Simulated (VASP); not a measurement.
Input of a VASP 6.6.1 run:

Contents of INCAR:

```
PREC = Accurate
ENCUT = 520
EDIFF = 1E-7
ISMEAR = -1
SIGMA = 0.05
LREAL = False
LASPH = True
NELM = 80
ALGO = Normal
ISIF = 2
LWAVE = False
LCHARG = False
NBANDS = 18
```

File KPOINTS:

```
Automatic mesh
0
Gamma
  13 13 13
```

POSCAR

```
Ag
1.0
    0.0000000000      2.7525905958      2.7525905958
    2.7525905958      0.0000000000      2.7525905958
    2.7525905958      2.7525905958      0.0000000000
Ag
2
Direct
   -0.1250000000     -0.1250000000     -0.1250000000
    0.1250000000      0.1250000000      0.1250000000
```

Potentials or basis: VASP PAW LDA potentials, release 64 (Ag).

Launch:

```bash
$ cat potpaw_LDA.64/Ag/POTCAR > POTCAR
$ mpirun -np 1 vasp_std > vasp.out
```

Estimate the pressure.

21.2 GPa.

Estimate the band gap on the k mesh.

zero (band 11 reaches 6.33 eV, above the bottom of band 12 at 5.28 eV).
